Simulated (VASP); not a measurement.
**Ba: single point with PBE**

The system is Ba.

```
Ba
1.0
    -2.50650    2.50650    2.50650
     2.50650   -2.50650    2.50650
     2.50650    2.50650   -2.50650
Ba
1
Direct
  0.00000 0.00000 0.00000
```

```
Program                : VASP 6.6.1
Task                   : single point
Functional             : PBE
Potentials or basis    : VASP PAW PBE potentials, release 64 (Ba_sv)
Cutoff                 : 520 eV
k mesh                 : 6 × 6 × 6
Occupations            : fermi-dirac, width 0.05 eV
Spin                   : no spin polarisation
Dipole correction      : no
Further INCAR settings : ALGO = Normal; EDIFF = 1e-06; NBANDS = 11
```

The pressure is 0.2 GPa and the band gap on the k mesh is zero (band 5 reaches 1.75 eV, above the bottom of band 6 at 1.10 eV).

Levels at points of the mesh, in eV from the Fermi level:
```csv
k point,band 3,band 4,band 5,band 6,band 7,band 8
"(0.00, 0.00, 0.00)",-13.87,-13.87,-2.78,1.80,1.80,1.80
"(0.50, 0.00, 0.00)",-14.01,-13.87,-0.92,0.66,1.22,3.17
"(0.50, 0.50, 0.50)",-14.19,-14.19,-0.58,-0.58,4.33,4.33
```

It took 15 s on 1 thread of Intel Xeon 8259CL, with other jobs on the host, peak memory 0.17 GiB.

Caveat: spin-orbit coupling is left out, which moves the levels of the heavy elements.
